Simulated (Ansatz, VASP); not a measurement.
## One calculation of AgCl, two programs

File POSCAR:

```
AgCl
1.0
    3.4339730000      0.0000000000      0.0000000000
    0.0000000000      3.4339730000      0.0000000000
    0.0000000000      0.0000000000      3.4339730000
Ag Cl
1 1
Direct
    0.0000000000      0.0000000000      0.0000000000
    0.5000000000      0.4417584238      0.4708792119
```

Contents of INCAR.step1:

```
SYSTEM = AgCl
PREC     = Accurate       ! precision mode
ENCUT    = 520            ! plane-wave cutoff, eV
ISMEAR   = 0              ! smearing method
SIGMA    = 0.05           ! smearing width, eV
LREAL    = .False.        ! projectors in reciprocal space
LASPH    = .True.         ! aspherical terms in the spheres
NELM     = 80             ! most SCF steps
NBANDS   = 16             ! bands
GGA      = PE             ! functional
ALGO     = Normal         ! electronic algorithm
EDIFF    = 1E-4           ! SCF threshold, eV
LWAVE    = .True.         ! write WAVECAR
LCHARG   = .False.        ! write CHGCAR
```

INCAR.step2

```
SYSTEM = AgCl
PREC     = Accurate       ! precision mode
ENCUT    = 520            ! plane-wave cutoff, eV
EDIFF    = 1E-6           ! SCF threshold, eV
ISMEAR   = 0              ! smearing method
SIGMA    = 0.05           ! smearing width, eV
LREAL    = .False.        ! projectors in reciprocal space
LASPH    = .True.         ! aspherical terms in the spheres
NELM     = 80             ! most SCF steps
ALGO     = Normal         ! electronic algorithm
ISIF     = 2              ! what is computed and relaxed
LWAVE    = .False.        ! write WAVECAR
LCHARG   = .False.        ! write CHGCAR
METAGGA  = R2SCAN         ! meta-GGA
LMIXTAU  = .True.       
NBANDS   = 16             ! bands
ISTART   = 1
```

The input KPOINTS:

```
Automatic mesh
0
Gamma
  8 8 8
  0 0 0
```

Input for Ansatz:

```yaml
crystal:
  lattice:
    - [3.433973, 0.0, 0.0]
    - [0.0, 3.433973, 0.0]
    - [0.0, 0.0, 3.433973]
  atoms:
    - { symbol: Ag, position: [0.0, 0.0, 0.0] }
    - { symbol: Cl, position: [0.5, 0.4417584238, 0.4708792119] }
basis:
  ecutwfc: 500
kpoints:
  mp_grid: { grid: [8, 8, 8] }
hamiltonian:
  xc: r2scan
scf:
  occupations: { method: gaussian, width: 0.05 }
output:
  forces: true
  stress: true
  eigenvalues: true
```

Alike in both runs: task single point; functional r2SCAN; k mesh 8 × 8 × 8; occupations gaussian, width 0.05 eV; no spin polarisation.

|  | VASP | Ansatz |
| --- | --- | --- |
| version | VASP 6.6.1 | Ansatz 0.2.0 |
| potentials or method | VASP PAW PBE potentials, release 64 (Ag, Cl), cutoff 520 eV | scalar-relativistic, plane waves, PAW |
| valence electrons in the cell | 18 | 26 |

```csv
,VASP,Ansatz,Ansatz less VASP
gap on the k mesh at the Fermi level (eV),1.15,1.20,+0.042
least direct gap on the mesh (eV),2.51,2.55,+0.036
pressure (GPa),-1.2,-1.1,+0.09
"traceless stress, the component that is largest in VASP (GPa)",0.33,0.33,+0.004
rms of the force components (eV/Å),0.046,0.046,+0.0002
```

VASP's potentials were made for PBE, not for r2SCAN. Atom by atom the forces differ by 0.000 eV/Å (rms over components). VASP's potentials hold 18 valence electrons a cell and Ansatz's 26, so a difference there can come from the potentials and not from the codes.
